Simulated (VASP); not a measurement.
**CuO: single point with r2SCAN**

Crystal: CuO.

```
Cu O
1.0
     2.87950    0.00000    0.00000
     0.03907    2.87928    0.00000
     0.01750    0.01724    5.17634
Cu O
2 2
Direct
  0.50000 0.00000 0.50000
  0.00000 0.50000 0.00000
  0.00158 0.99833 0.25011
  0.99842 0.00167 0.74989
```

| Property | Result |
| --- | --- |
| Program | VASP 6.6.1 |
| Task | single point |
| Functional | r2SCAN |
| Potentials or basis | VASP PAW PBE potentials, release 64 (Cu_sv_GW, O) |
| Cutoff | 900 eV |
| k mesh | 1 × 1 × 1 |
| Occupations | gaussian, width 0.1 eV |
| Spin | collinear spin |
| Starting moments | [-0.61, 0.61, 0.0, 0.0] μB |

```json
{
  "Pressure": "-2.8 GPa",
  "Largest force": "0.027 eV/Å",
  "Net moment": "0.00 μB per cell",
  "Site moments": "Cu -0.41, +0.41; O +0.00 μB",
  "Valence electrons inside the program's atomic spheres": "Cu 17.40; O 5.10"
}
```

Forces in eV/Å, atoms in the order of the input:
```
Cu   0.000  0.000  0.000
Cu   0.000  0.000  0.000
O   -0.017  0.016 -0.014
O    0.017 -0.016  0.014
```

Stress tensor (GPa, compression positive):
```
-11.48  -0.58  -0.18
 -0.58 -11.48  -0.19
 -0.18  -0.19  14.65
```

Levels at points of the mesh, in eV from the Fermi level:
Spin up:
```
           k point  band 23  band 24  band 25  band 26  band 27  band 28
(0.00, 0.00, 0.00)    -3.43    -3.10    -0.77     0.87     0.88     5.94
```
Spin down:
| k point | band 22 | band 23 | band 24 | band 25 | band 26 | band 27 | band 28 | band 29 |
| --- | --- | --- | --- | --- | --- | --- | --- | --- |
| (0.00, 0.00, 0.00) | -3.47 | -3.43 | -3.10 | -0.76 | 0.87 | 0.88 | 5.94 | 7.02 |

It took 120 s on 1 thread of Intel(R) Xeon(R) Platinum 8259CL CPU @ 2.50GHz (Skylake/Cascade Lake), on a shared host, peak memory 0.25 GiB.

Caveat: the k points lie up to 2.18 Å⁻¹ apart, too coarse for converged energies, forces and pressures; the PAW data sets were made with another functional, which shifts forces and pressure a little.
